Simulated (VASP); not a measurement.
Input of a VASP 6.6.1 run:

The input INCAR:

```
  ALGO = Normal
  EDIFF = 1E-6
  ENCUT = 520
  ISIF = 2
  ISMEAR = 0
  LASPH = True
  LCHARG = False
  LREAL = False
  LWAVE = False
  NBANDS = 33
  NELM = 60
  PREC = Accurate
  SIGMA = 0.05
```

Contents of KPOINTS:

```
k-points
0
Gamma
  6 6 2
```

The input POSCAR:

```
K3I2Br
1.0
    4.5933000000      0.0000000000      0.0000000000
   -2.2966500000      3.9779144872      0.0000000000
    0.0000000000      0.0000000000     12.0308000000
K I Br
3 2 1
Direct
    0.0000000000      0.0000000000      0.5000000000
    0.3333333333      0.6666666667      0.1508804901
    0.6666666667      0.3333333333      0.8491195099
    0.3333333333      0.6666666667      0.6746660192
    0.6666666667      0.3333333333      0.3253339808
    0.0000000000      0.0000000000      0.0000000000
```

Potentials or basis: VASP PAW LDA potentials, release 64 (K_sv, I, Br).

Launch:

```sh
$ cat potpaw_LDA.64/K_sv/POTCAR potpaw_LDA.64/I/POTCAR potpaw_LDA.64/Br/POTCAR > POTCAR
$ mpirun -np 1 vasp_std > vasp.out
```

(1) Estimate the pressure.

(2) Predict the band gap on the k mesh.

Results:

(1) 0.2 GPa.

(2) 3.63 eV.

Caveat: spin-orbit coupling is left out, which moves the levels of the heavy elements.
